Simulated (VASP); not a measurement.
Input of a VASP 6.6.1 run:

The input INCAR:

```
PREC = Accurate
ENCUT = 520
EDIFF = 1E-6
ISMEAR = 0
SIGMA = 0.15
LREAL = F
LASPH = T
NELM = 150
ALGO = Normal
ISIF = 2
LWAVE = F
LCHARG = F
ISPIN = 2
MAGMOM = 0 0 0.562
LORBIT = 11
NUPDOWN = 0.5625
LMAXMIX = 4
GGA = PS
NBANDS = 21
KPAR = 4
```

File KPOINTS:

```
regular mesh
0
Gamma
  20 20 20
```

The input POSCAR:

```
Al2Ru
1.0
   -1.5160409298      1.5160409298      4.0907071886
    1.5160409298     -1.5160409298      4.0907071886
    1.5160409298      1.5160409298     -4.0907071886
Al Ru
2 1
Direct
    0.6590805105      0.6590805105      0.0000000000
    0.3409194895      0.3409194895      0.0000000000
    0.0000000000      0.0000000000      0.0000000000
```

Potentials or basis: VASP PAW PBE potentials, release 64 (Al, Ru_pv).

Command:

```console
$ cat potpaw_PBE.64/Al/POTCAR potpaw_PBE.64/Ru_pv/POTCAR > POTCAR
$ mpirun -np 4 vasp_std > vasp.out
```

(1) Predict the largest force.

(2) What does it give for the pressure?

## Answers

(1) 0.121 eV/Å.

(2) 20.6 GPa.

Caveat: the cell stands under pressure; the PAW data sets were made with another functional, which shifts forces and pressure a little; the total moment is fixed, so each spin has its own Fermi level and the state may be an excited one.
